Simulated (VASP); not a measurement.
**Co: single point with PBE**

Crystal: Co.

```
Co
1.0
     2.50000    0.00000    0.00000
    -1.25000    2.16506    0.00000
     0.00000    0.00000    4.00000
Co
2
Direct
  0.33333 0.66667 0.25000
  0.66667 0.33333 0.75000
```

```
Program             : VASP 6.6.1
Task                : single point
Functional          : PBE
Potentials or basis : VASP PAW PBE potentials, release 64 (Co)
Cutoff              : 600 eV
k mesh              : 5 × 5 × 3
Occupations         : fermi-dirac, width 0.05 eV
Spin                : collinear spin, ferromagnetic start
Starting moments    : [3.0, 3.0] μB
```

```
Pressure                                              : 2.5 GPa
Net moment                                            : 3.55 μB per cell
Site moments                                          : Co +1.77 μB
Valence electrons inside the program's atomic spheres : Co 8.28
```

Stress tensor (GPa, compression positive):
```
3.42 0.00 0.00
0.00 3.42 0.00
0.00 0.00 0.50
```

Levels at points of the mesh, in eV from the Fermi level:
Spin up:
```
           k point  band 7  band 8  band 9  band 10  band 11  band 12  band 13  band 14  band 15  band 16
(0.00, 0.00, 0.00)   -2.31   -2.03   -2.03    -0.89    -0.89    -0.01     6.49    21.80    24.30    24.30
```
Spin down:
| k point | band 3 | band 4 | band 5 | band 6 | band 7 | band 8 | band 9 | band 10 | band 11 | band 12 |
| --- | --- | --- | --- | --- | --- | --- | --- | --- | --- | --- |
| (0.00, 0.00, 0.00) | -0.89 | -0.86 | -0.86 | -0.48 | -0.48 | -0.15 | -0.15 | 0.05 | 1.11 | 1.11 |

Run time: 21 s on 1 thread of Intel(R) Xeon(R) Platinum 8375C CPU @ 2.90GHz (Ice Lake) (shared host), peak memory 0.14 GiB.

Caveat: the k points lie up to 0.58 Å⁻¹ apart.
